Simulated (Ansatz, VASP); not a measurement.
## TaS2 in VASP and in Ansatz

```
Ta S
1.0
     3.35000    0.00000    0.00000
    -1.67500    2.90119    0.00000
     0.00000    0.00000    5.97720
Ta S
1 2
Direct
  0.00000 0.00000 0.00000
  0.33333 0.66667 0.25000
  0.66667 0.33333 0.75000
```

Change from the starting cell: zz strain of +2 %.

Alike in both runs: task single point; functional PBE; k mesh 9 × 9 × 5; occupations fermi-dirac, width 0.03 eV; no spin polarisation.

|  | VASP | Ansatz |
| --- | --- | --- |
| version | VASP 6.6.1 | Ansatz 0.2.0 |
| potentials or method | VASP PAW PBE potentials, release 64 (Ta_pv, S), cutoff 500 eV | all-electron LAPW, scalar-relativistic |

VASP gave:

* pressure (GPa): 6.1
* traceless stress, the component that is largest in VASP (GPa): 2.03
* rms of the force components (eV/Å): 0.366

Task: Estimate Ansatz's values.

Result: Pressure (GPa): 6.1; traceless stress, the component that is largest in VASP (GPa): 1.98; rms of the force components (eV/Å): 0.362.

Atom by atom the forces differ by 0.004 eV/Å (rms over components). Ansatz ran all-electron here, and VASP with PAW potentials.

Neither program's run includes spin-orbit coupling.
